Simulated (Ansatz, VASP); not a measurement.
TaNbN2 in VASP and in Ansatz

```
Ta Nb N
1.0
     3.65130    0.00000    0.00000
    -1.82565    3.16212    0.00000
     0.00000    0.00000    5.70140
Ta Nb N
1 1 2
Direct
  0.00000 0.00000 0.50000
  0.00000 0.00000 0.00000
  0.33333 0.66667 0.00000
  0.66667 0.33333 0.00000
```

Alike in both runs: functional PBE; k mesh 6 × 6 × 4; occupations gaussian, width 0.1 eV; no spin polarisation.

Ansatz relaxed the structure, and its values are those at the end. VASP's run is a single point on that final structure, the one shown.

|  | VASP | Ansatz |
| --- | --- | --- |
| version | VASP 6.6.1 | Ansatz 0.2.0 |
| potentials or method | VASP PAW PBE potentials, release 64 (Ta_pv, Nb_sv, N), cutoff 520 eV | scalar-relativistic, plane waves, PAW |
| valence electrons in the cell | 34 | 36 |

Ansatz gave:

| Quantity | Value |
| --- | --- |
| gap on the k mesh at the Fermi level (eV) | none |
| pressure (GPa) | 0.0 |

**Question.** Which values does VASP return?

**Answer.** gap on the k mesh at the Fermi level (eV): none; pressure (GPa): -0.2.

A gap of «none» marks a metal or a gap that the smearing closes. VASP's potentials hold 34 valence electrons a cell and Ansatz's 36, so a difference there can come from the potentials and not from the codes.

Spin-orbit coupling is off throughout.
